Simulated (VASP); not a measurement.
# Ir3O in VASP: notebook

Runs on Ir3O. Level: PBE. Tasks: single point.

All numbers are computed with VASP 6.6.1; they aren't measurements. Logs are shortened: lines on timing, memory, paths and dates and some standing lists are left out, and cuts for length are marked.

## Step 1: The cell of the first run

The cell holds a slab with vacuum, 4 atoms: a = 2.737 Å, b = 2.737 Å, c = 19.843 Å, α = 90.00°, β = 90.00°, γ = 120.00°.

## Step 2: Single point, PBE

File INCAR:

```
ALGO = Normal
DIPOL = 0.5 0.5 0.356
EDIFF = 1E-6
ENCUT = 520
GGA = PE
IDIPOL = 3
ISIF = 2
ISMEAR = 0
LASPH = True
LCHARG = True
LDIPOL = True
LELF = True
LREAL = False
LVACPOTAV = True
LVHAR = True
LWAVE = False
NBANDS = 24
NELM = 100
PREC = Accurate
SIGMA = 0.1
```

File KPOINTS:

```
k-points
0
Gamma
  12 12 1
```

File POSCAR:

```
Ir3O
1.0
    2.7367600872      0.0000000000      0.0000000000
   -1.3683800436      2.3701037596      0.0000000000
    0.0000000000      0.0000000000     19.8425800730
Ir O
3 1
Direct
    0.6666666667      0.3333333334      0.2015866881
    0.3333333333      0.6666666667      0.3110139949
    0.0000000000      0.0000000000      0.4204382718
    0.0000000000      0.5000000000      0.4927742327
```

Potentials or basis: VASP PAW PBE potentials, release 64 (Ir, O).

Run with:

```bash
$ cat potpaw_PBE.64/Ir/POTCAR potpaw_PBE.64/O/POTCAR > POTCAR
$ mpirun -np 1 vasp_std > vasp.out
```

OUTCAR:

```text
EDIFF = 1E-6
   ENCUT = 520
   GGA = PE
   ISIF = 2
   ISMEAR = 0
   LASPH = True
   LREAL = False
   NELM = 100
   PREC = Accurate

 ion  position               nearest neighbor table
   1  0.667  0.333  0.202-   2 2.69   2 2.69   2 2.69
   2  0.333  0.667  0.311-   3 2.69   3 2.69   3 2.69   1 2.69   1 2.69   1 2.69
   3  0.000  0.000  0.420-   4 1.98   4 1.98   2 2.69   2 2.69   2 2.69
   4  0.000  0.500  0.493-   3 1.98   3 1.98

  LATTYP: Found a hexagonal cell.
 ALAT       =     2.7367600872
 C/A-ratio  =     7.2503907689

  Lattice vectors:

 A1 = (   2.7367600872,   0.0000000000,   0.0000000000)
 A2 = (  -1.3683800436,   2.3701037596,   0.0000000000)
 A3 = (   0.0000000000,   0.0000000000,  19.8425800730)

Analysis of symmetry for initial positions (statically):
=====================================================================
 Subroutine PRICEL returns:
 Original cell was already a primitive cell.

 Routine SETGRP: Setting up the symmetry group for a
 hexagonal supercell.

 Subroutine GETGRP returns: Found  2 space group operations
 (whereof  2 operations were pure point group operations)
 out of a pool of 24 trial point group operations.

The static configuration has the point symmetry C_1h.

Analysis of symmetry for dynamics (positions and initial velocities):
=====================================================================
 Subroutine PRICEL returns:
 Original cell was already a primitive cell.

 Routine SETGRP: Setting up the symmetry group for a
 hexagonal supercell.

 Subroutine GETGRP returns: Found  2 space group operations
 (whereof  2 operations were pure point group operations)
 out of a pool of 24 trial point group operations.

The dynamic configuration has the point symmetry C_1h.

 Subroutine INISYM returns: Found  2 space group operations
 (whereof  2 operations are pure point group operations),
 and found     1 'primitive' translations

----------------------------------------------------------------------------------------

                                     Primitive cell

  volume of cell :     128.7070

  direct lattice vectors                    reciprocal lattice vectors
     2.736760087  0.000000000  0.000000000     0.365395566  0.210961228  0.000000000
    -1.368380044  2.370103760  0.000000000     0.000000000  0.421922456  0.000000000
     0.000000000  0.000000000 19.842580073     0.000000000  0.000000000  0.050396672

  length of vectors
     2.736760087  2.736760087 19.842580073     0.421922456  0.421922456  0.050396672

  position of ions in fractional coordinates (direct lattice)
     0.666666667  0.333333333  0.201586688
     0.333333333  0.666666667  0.311013995
     0.000000000  0.000000000  0.420438272
     0.000000000  0.500000000  0.492774233

  ion indices of the primitive-cell ions
   primitive index   ion index
                 1           1
                 2           2
                 3           3
                 4           4

----------------------------------------------------------------------------------------

 KPOINTS: k-points

Automatic generation of k-mesh.
 Grid dimensions read from file:
 generate k-points for:   12   12    1

 Generating k-lattice:

  Cartesian coordinates                     Fractional coordinates (reciprocal lattice)
     0.030449630  0.017580102  0.000000000     0.083333333  0.000000000  0.000000000
     0.000000000  0.035160205  0.000000000     0.000000000  0.083333333  0.000000000
     0.000000000  0.000000000  0.050396672     0.000000000  0.000000000  1.000000000

  Length of vectors
     0.035160205  0.035160205  0.050396672

  Shift w.r.t. Gamma in fractional coordinates (k-lattice)
     0.000000000  0.000000000  0.000000000

 Subroutine IBZKPT returns following result:
 ===========================================

 Found     43 irreducible k-points:

 Following reciprocal coordinates:
            Coordinates               Weight
  0.000000  0.000000  0.000000      1.000000
  0.083333 -0.000000  0.000000      2.000000
  0.000000  0.083333  0.000000      4.000000
  0.166667 -0.000000  0.000000      2.000000
  0.000000  0.166667  0.000000      4.000000
  0.250000 -0.000000  0.000000      2.000000
[... 16 lines left out ...]
 -0.083333  0.416667  0.000000      4.000000
 -0.416667  0.333333  0.000000      4.000000
 [... further k-points ...]
   k-points           NKPTS =     43   k-points in BZ     NKDIM =     43   number of bands    NBANDS=     24
   number of dos      NEDOS =    301   number of ions     NIONS =      4
   total plane-waves  NPLWV =  60000
   dimension x,y,z NGX =    20 NGY =   20 NGZ =  150
   dimension x,y,z NGXF=    40 NGYF=   40 NGZF=  300
   ions per type =               3   1
   NGX,Y,Z   is equivalent  to a cutoff of  12.15, 12.15, 12.57 a.u.
   NGXF,Y,Z  is equivalent  to a cutoff of  24.30, 24.30, 25.13 a.u.
 SYSTEM =  unknown system
   PREC   = accura    normal or accurate (medium, high low for compatibility)
   ISTART =      0    job   : 0-new  1-cont  2-samecut
   ICHARG =      2    charge: 1-file 2-atom 10-const
   ISPIN  =      1    spin polarized calculation?
   LNONCOLLINEAR =      F non collinear calculations
   LSORBIT =      F    spin-orbit coupling
   LASPH  =      T    aspherical Exc in radial PAW
   ENCUT  =  520.0 eV  38.22 Ry    6.18 a.u.   5.09  5.09 36.89*2*pi/ulx,y,z
   NELM   =    100;   NELMIN=  2; NELMDL= -5     # of ELM steps
   EDIFF  = 0.1E-05   stopping-criterion for ELM
   LREAL  =      F    real-space projection
   EDIFFG = 0.1E-04   stopping-criterion for IOM
   NSW    =      0    number of steps for IOM
   IBRION =     -1    ionic relax: 0-MD 1-quasi-New 2-CG
   NFREE  =      0    steps in history (QN), initial steepest desc. (CG)
   ISIF   =      2    stress and relaxation
   ISYM   =      2    0-nonsym 1-usesym 2-fastsym
   POTIM  = 0.5000    time-step for ionic-motion
   TEBEG  =    0.0;   TEEND  =   0.0 temperature during run
   PSTRESS=    0.0 pullay stress
   NELECT =      33.0000    total number of electrons
   NUPDOWN=      -1.0000    fix difference up-down
   EMIN   =  10.00;   EMAX   =-10.00  energy-range for DOS
   EFERMI =   0.00;   METHOD = LEGACY
   ISMEAR =     0;   SIGMA  =   0.10  broadening in eV -4-tet -1-fermi 0-gaus
   EFERMI_NEDOS =   21; number of points for ismear=-14 and -15
   IALGO  =     38    algorithm
   IMIX   =      4    mixing-type and parameters
     AMIX     =   0.40;   BMIX     =  1.00
     AMIX_MAG =   1.60;   BMIX_MAG =  1.00
  volume/ion in A,a.u.               =      32.18       217.14
  Fermi-wavevector in a.u.,A,eV,Ry     =   1.040029  1.965370 14.716879  1.081660
  Thomas-Fermi vector in A             =   2.174586
   LORBIT       =      0    0 simple, 1 ext, 2 COOP (PROOUT), +10 PAW based schemes
   GGA     = PE    functional components
   LHFCALC =     F    Hartree Fock is set to
   AEXX    =    0.0000 exact exchange contribution
   IVDW    =     0    specifies the selected vdW correction
   LEPSILON=     F    determine dielectric tensor
   LRPA    =     F    only Hartree local field effects (RPA)
 non-spin polarized calculation
 Gauss-broadening in eV      SIGMA  =   0.10
  energy-cutoff  :      520.00
  volume of cell :      128.71
 maximum number of plane-waves:      3499
   NGX = 11   NGY = 11   NGZ = 73

 dipolmoment           0.000000      0.000000     -0.005726 electrons x Angstroem

 number of electron      33.0000005 magnetization

 dipolmoment           0.000000      0.000000      0.083376 electrons x Angstroem

 Free energy of the ion-electron system (eV)
  ---------------------------------------------------
  ext. energy  EPLUGINS =         0.00000000
  ---------------------------------------------------
  free energy    TOTEN  =       -30.11614168 eV

  energy without entropy =      -30.09189851  energy(sigma->0) =      -30.10402010

 E-fermi :  -0.5074     XC(G=0):  -6.0986

 val. band max:       -0.5190398572   @ k =   0.1667   0.1667   0.0000
 cond. band min:      -0.4929726642   @ k =   0.5000   0.3333   0.0000
 fundamental gap:      0.0260671930
 Fermi energy:        -0.5074155024

 k-point     1 :       0.0000    0.0000    0.0000
  band No.  band energies     occupation
      1     -19.5430      2.00000
      2     -10.6354      2.00000
      3      -8.9339      2.00000
      4      -8.2839      2.00000
      5      -5.4170      2.00000
      6      -5.3048      2.00000
[... 16 lines left out ...]
     23       4.8323      0.00000
     24       5.8548      0.00000

 k-point     2 :       0.0833   -0.0000    0.0000
  band No.  band energies     occupation
      1     -19.4811      2.00000
      2     -10.3864      2.00000
      3      -8.7204      2.00000
      4      -8.0315      2.00000
      5      -5.5501      2.00000
      6      -5.3357      2.00000
[... 16 lines left out ...]
     23       5.0063      0.00000
     24       6.0993      0.00000

 k-point     3 :       0.0000    0.0833    0.0000
  band No.  band energies     occupation
      1     -19.4813      2.00000
      2     -10.3979      2.00000
      3      -8.6865      2.00000
      4      -8.0341      2.00000
      5      -5.7553      2.00000
      6      -5.2003      2.00000
[... 16 lines left out ...]
     23       5.0171      0.00000
     24       6.1729      0.00000

 k-point     4 :       0.1667   -0.0000    0.0000
  band No.  band energies     occupation
      1     -19.3113      2.00000
      2      -9.7061      2.00000
      3      -8.2008      2.00000
      4      -7.3872      2.00000
      5      -5.8336      2.00000
      6      -5.4503      2.00000
[... 16 lines left out ...]
     23       5.4928      0.00000
     24       6.7169      0.00000

 k-point     5 :       0.0000    0.1667    0.0000
  band No.  band energies     occupation
      1     -19.3156      2.00000
      2      -9.7592      2.00000
      3      -8.0306      2.00000
      4      -7.4152      2.00000
      5      -6.2450      2.00000
      6      -5.5662      2.00000
[... 16 lines left out ...]
     23       5.5355      0.00000
     24       6.8696      0.00000

 k-point     6 :       0.2500   -0.0000    0.0000
  band No.  band energies     occupation
      1     -19.0758      2.00000
      2      -8.8489      2.00000
      3      -7.8201      2.00000
      4      -6.8465      2.00000
      5      -6.2163      2.00000
      6      -5.6401      2.00000
[... 16 lines left out ...]
     23       6.2023      0.00000
     24       7.5745      0.00000
[... 379 lines left out ...]
 k-point    21 :      -0.3333    0.2500    0.0000
  band No.  band energies     occupation
      1     -18.9413      2.00000
      2      -8.5264      2.00000
      3      -7.3763      2.00000
      4      -6.9151      2.00000
      5      -6.3167      2.00000
      6      -6.2259      2.00000
[... 16 lines left out ...]
     23       6.8236      0.00000
     24       8.3202      0.00000

 k-point    22 :       0.3333    0.0833    0.0000
  band No.  band energies     occupation
      1     -18.7111      2.00000
      2      -8.0844      2.00000
      3      -7.6942      2.00000
      4      -7.2374      2.00000
      5      -6.6151      2.00000
      6      -6.2606      2.00000
[... 16 lines left out ...]
     23       7.6564      0.00000
     24       8.1953      0.00000

 k-point    23 :      -0.0833    0.4167    0.0000
  band No.  band energies     occupation
      1     -18.7865      2.00000
      2      -8.2626      2.00000
      3      -7.6204      2.00000
      4      -7.2280      2.00000
      5      -6.5377      2.00000
      6      -6.0460      2.00000
[... 16 lines left out ...]
     23       7.7865      0.00000
     24       8.3114      0.00000

 k-point    24 :      -0.4167    0.3333    0.0000
  band No.  band energies     occupation
      1     -18.7563      2.00000
      2      -8.2970      2.00000
      3      -7.6617      2.00000
      4      -7.2121      2.00000
      5      -6.5715      2.00000
      6      -6.0946      2.00000
[... 16 lines left out ...]
     23       7.7874      0.00000
     24       8.2770      0.00000

 [... further k-points ...]
[... 5 lines left out ...]
  --------------------------------------------------------------------------------------
  -------------------------------------------------------------------------------------
  Total        1.4035962     -0.4139072      3.0720116      1.5740041     -0.7145833     -1.2376944
  in kB       17.4723189     -5.1524205     38.2411729     19.5935990     -8.8953129    -15.4071310
  external PRESSURE =      16.8536904 kB  Pullay stress =       0.0000000 kB

 VOLUME and BASIS-vectors are now :
 -----------------------------------------------------------------------------
  energy-cutoff  :      520.00
  volume of cell :      128.71
      direct lattice vectors                 reciprocal lattice vectors
     2.736760087  0.000000000  0.000000000     0.365395566  0.210961228  0.000000000
    -1.368380044  2.370103760  0.000000000     0.000000000  0.421922456  0.000000000
     0.000000000  0.000000000 19.842580073     0.000000000  0.000000000  0.050396672

 POSITION                                       TOTAL-FORCE (eV/Angst)
 -----------------------------------------------------------------------------------
      1.36838      0.79003      4.00000         0.131227      0.075764     -0.350108
     -0.00000      1.58007      6.17132         0.231803      0.133832     -0.586159
      0.00000      0.00000      8.34258        -0.247946     -0.143152      0.705440
     -0.68419      1.18505      9.77791        -0.115084     -0.066444      0.230827
 -----------------------------------------------------------------------------------
    total drift:                               -0.000010     -0.000006     -0.001005

  FREE ENERGIE OF THE ION-ELECTRON SYSTEM (eV)
  ---------------------------------------------------
  free  energy   TOTEN  =       -30.1161416849 eV

  energy  without entropy=      -30.0918985063  energy(sigma->0) =      -30.10402010

 vacuum level on the upper side and lower side of the slab         7.291         4.963
```

Wall time 2.6 min (1 thread of Intel Xeon Platinum 8488C (Sapphire Rapids), shared host); peak memory 0.3 GiB.

What came out:

```
Free energy            : -30.1161 eV
Largest force          : 0.761 eV/Å
Band gap on the k mesh : zero (an odd number of electrons rules out a gap without spin polarisation)
```

Forces in eV/Å, atoms in the order of the input:
```
Ir   0.131  0.076 -0.350
Ir   0.232  0.134 -0.586
Ir  -0.248 -0.143  0.705
O   -0.115 -0.066  0.231
```

Caveat: spin-orbit coupling is left out, which moves the levels of the heavy elements.

## Step 3: Single point, PBE

File INCAR:

```
  ALGO = Normal
  DIPOL = 0.5 0.5 0.359
  EDIFF = 1E-7
  ENCUT = 520
  GGA = PE
  IDIPOL = 3
  ISIF = 2
  ISMEAR = 0
  LASPH = T
  LCHARG = T
  LDIPOL = T
  LELF = T
  LREAL = F
  LVACPOTAV = T
  LVHAR = T
  LWAVE = F
  NBANDS = 24
  NELM = 80
  PREC = Accurate
  SIGMA = 0.1
```

KPOINTS is that of step 2.

File POSCAR:

```
Ir3O
1.0
    2.7367600872      0.0000000000      0.0000000000
   -1.3683800436      2.3701037596      0.0000000000
    0.0000000000      0.0000000000     19.8425800730
Ir O
3 1
Direct
    0.6666666666      0.3333333333      0.2015866881
    0.3333333334      0.6666666667      0.3110139949
    0.0000000000      0.0000000000      0.4204382718
    0.1666666667      0.3333333333      0.5021949350
```

Potentials or basis: VASP PAW PBE potentials, release 64 (Ir, O).

Run with:

```bash
$ cat potpaw_PBE.64/Ir/POTCAR potpaw_PBE.64/O/POTCAR > POTCAR
$ mpirun -np 1 vasp_std > vasp.out
```

Run time: 2.8 min. Hardware: 1 thread of Intel Xeon Platinum 8488C (Sapphire Rapids), shared host; peak memory 0.31 GiB.

Results (log left out):

```yaml
Free_energy: -29.6103 eV
Largest_force: 0.513 eV/Å
Band_gap_on_the_k_mesh: zero (an odd number of electrons rules out a gap without spin polarisation)
```

Forces on the atoms (eV/Å):
```
Ir   0.000 -0.206 -0.446
Ir   0.000 -0.151 -0.222
Ir   0.000  0.299  0.158
O    0.000  0.058  0.510
```

Levels at points of the mesh, in eV from the Fermi level:
```tsv
k point	band 12	band 13	band 14	band 15	band 16	band 17	band 18	band 19	band 20	band 21
(0.00, 0.00, 0.00)	-3.02	-2.86	-1.76	-1.19	-1.13	-0.73	-0.50	0.05	0.19	0.66
(0.50, 0.00, 0.00)	-1.25	-0.81	-0.29	0.36	0.61	0.95	1.28	1.51	2.67	3.45
(0.00, 0.50, 0.00)	-1.67	-0.48	-0.16	0.58	0.77	1.20	1.30	1.54	2.30	3.35
```

Caveat: spin-orbit coupling is left out, which moves the levels of the heavy elements.

## Step 4: Single point, PBE

File INCAR:

```
SYSTEM = Ir3O
  ALGO = Normal
  DIPOL = 0.5 0.5 0.359
  EDIFF = 1E-7
  ENCUT = 520
  GGA = PE
  IDIPOL = 3
  ISIF = 2
  ISMEAR = 0
  LASPH = .TRUE.
  LCHARG = .FALSE.
  LDIPOL = .TRUE.
  LREAL = .FALSE.
  LWAVE = .FALSE.
  NBANDS = 24
  NELM = 100
  PREC = Accurate
  SIGMA = 0.1
```

File KPOINTS:

```
k-points
0
G
  12 12 1
  0 0 0
```

File POSCAR:

```
Ir3O
1.0
    2.7367600872      0.0000000000      0.0000000000
   -1.3683800436      2.3701037596      0.0000000000
    0.0000000000      0.0000000000     19.8425800730
Ir O
3 1
Direct
    0.6666666667      0.3333333334      0.2015866881
    0.3333333333      0.6666666667      0.3110139949
    0.0000000000      0.0000000000      0.4204382718
    0.3333333333      0.1666666666      0.5028181098
```

Run with:

```bash
$ cat potpaw_PBE.64/Ir/POTCAR potpaw_PBE.64/O/POTCAR > POTCAR
$ mpirun -np 1 vasp_std > vasp.out
```

It took 2.7 min on 1 thread of Intel Xeon Platinum 8488C (Sapphire Rapids), shared host; peak memory 0.31 GiB.

Results (log left out):

* Free energy: -29.5883 eV
* Largest force: 0.607 eV/Å
* Band gap on the k mesh: zero (an odd number of electrons rules out a gap without spin polarisation)

Forces on the atoms (eV/Å):
```
Ir  -0.206 -0.119 -0.411
Ir  -0.318 -0.184 -0.332
Ir   0.469  0.271  0.274
O    0.056  0.032  0.469
```

Levels at points of the mesh, in eV from the Fermi level:
```tsv
k point	band 12	band 13	band 14	band 15	band 16	band 17	band 18	band 19	band 20	band 21
(0.00, 0.00, 0.00)	-3.01	-2.86	-2.07	-1.28	-0.85	-0.71	-0.46	0.23	0.24	0.65
(0.50, 0.00, 0.00)	-2.01	-0.52	-0.08	0.63	0.90	1.04	1.08	1.52	2.77	3.34
(0.00, 0.50, 0.00)	-1.07	-0.83	-0.29	0.37	0.62	0.91	1.50	1.79	2.01	3.46
```

Caveat: spin-orbit coupling is left out, which moves the levels of the heavy elements.

## Step 5: Summary

| cell | gap on the mesh (eV) | largest force (eV/Å) |
| --- | --- | --- |
| a = 2.737, b = 2.737, c = 19.843 Å, angles 90.0, 90.0, 120.0°, 4 atoms, atomic positions A | none | 0.76 |
| a = 2.737, b = 2.737, c = 19.843 Å, angles 90.0, 90.0, 120.0°, 4 atoms, atomic positions B | none | 0.51 |
| a = 2.737, b = 2.737, c = 19.843 Å, angles 90.0, 90.0, 120.0°, 4 atoms, atomic positions C | none | 0.61 |

Alike in all rows: task single point; level PBE; potentials or basis VASP PAW PBE potentials, release 64 (Ir, O); no spin polarisation; k mesh 12 × 12 × 1; cutoff (eV) 520; smearing gaussian 0.1 eV.

Caveats: spin-orbit coupling is left out, which moves the levels of the heavy elements.

Absolute energies hang on the potentials; compare differences alone.

The gap in the log of VASP goes by the Fermi energy; the results here count the filled bands.